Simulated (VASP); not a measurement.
Here is a VASP 6.6.1 calculation.

Contents of INCAR:

```
SYSTEM = SnSe
PREC = Accurate ; ENCUT = 600
EDIFF = 1E-6 ; ISMEAR = -1
SIGMA = 0.02 ; LREAL = .FALSE.
LASPH = .TRUE. ; NELM = 100
ALGO = Normal ; ISIF = 3
LWAVE = .FALSE. ; LCHARG = .FALSE.
IBRION = 2 ; NSW = 80
EDIFFG = -0.01
```

File KPOINTS:

```
regular mesh
0
G
  8 8 8
  0 0 0
```

The input POSCAR:

```
SnSe
1.0
    0.0000000000      3.0100000000      3.0100000000
    3.0100000000      0.0000000000      3.0100000000
    3.0100000000      3.0100000000      0.0000000000
Sn Se
1 1
Direct
    0.0000000000      0.0000000000      0.0000000000
    0.5000000000      0.5000000000      0.5000000000
```

Potentials or basis: VASP PAW LDA potentials, release 64 (Sn_d, Se).

Launch:

```sh
$ cat potpaw_LDA.64/Sn_d/POTCAR potpaw_LDA.64/Se/POTCAR > POTCAR
$ mpirun -np 1 vasp_std > vasp.out
```

Problem. Estimate the band gap on the k mesh.

Solution. 0.77 eV, indirect (least direct gap 0.91 eV).

Problem. What does it give for the relaxed volume?

Solution. 25.63 Å³/atom.

Problem. What does it give for the relaxed cell?

Solution. a = 4.170 Å, b = 4.170 Å, c = 4.170 Å, α = 60.00°, β = 60.00°, γ = 60.00°.

Final structure:
```xyz
2
Lattice="0.0000 2.9484 2.9484 2.9484 0.0000 2.9484 2.9484 2.9484 0.0000" Properties=species:S:1:pos:R:3 pbc="T T T"
Sn    0.0000    0.0000    0.0000
Se    2.9484    2.9484    2.9484
```

Caveat: spin-orbit coupling is left out, which moves the levels of the heavy elements. LDA usually gives volumes a few per cent too small.
